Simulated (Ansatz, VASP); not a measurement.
# Two plane-wave programs on Al

INCAR

```
  PREC = Accurate
  ENCUT = 500
  EDIFF = 1E-6
  ISMEAR = 0
  SIGMA = 0.1
  LREAL = False
  LASPH = True
  NELM = 120
  ALGO = Normal
  ISIF = 2
  LWAVE = False
  LCHARG = False
  GGA = PS
  NBANDS = 8
  GGA_COMPAT = False
```

File KPOINTS:

```
regular mesh
0
Gamma
  8 8 8
```

File POSCAR:

```
Al
1.0
    0.0000000000      2.0239800000      2.0239800000
    2.0239800000      0.0000000000      2.0239800000
    2.0239800000      2.0239800000      0.0000000000
Al
1
Direct
    0.0000000000      0.0000000000      0.0000000000
```

Input for Ansatz:

```yaml
crystal:
  lattice:
    - [0.0, 2.02398, 2.02398]
    - [2.02398, 0.0, 2.02398]
    - [2.02398, 2.02398, 0.0]
  atoms:
    - { symbol: Al, position: [0.0, 0.0, 0.0] }
basis:
  ecutwfc: 420
kpoints:
  mp_grid: { grid: [8, 8, 8] }
hamiltonian:
  xc: pbesol
scf:
  occupations: { method: gaussian, width: 0.1 }
output:
  forces: true
  stress: true
  eigenvalues: true
```

Alike in both runs: task single point; functional PBEsol; k mesh 8 × 8 × 8; occupations gaussian, width 0.1 eV; no spin polarisation.

```csv
,VASP,Ansatz
version,VASP 6.6.1,Ansatz 0.2.0
potentials or method,"VASP PAW PBE potentials, release 64 (Al), cutoff 500 eV","scalar-relativistic, plane waves, PAW"
valence electrons in the cell,3,3
```

|  | VASP | Ansatz | Ansatz less VASP |
| --- | --- | --- | --- |
| gap on the k mesh at the Fermi level (eV) | none | none | - |
| pressure (GPa) | -1.8 | -1.8 | -0.05 |

VASP's potentials were made for PBE, not for PBEsol. A gap of «none» marks a metal or a gap that the smearing closes. With one functional, cell and mesh, what is left measures potentials, basis and numerics.
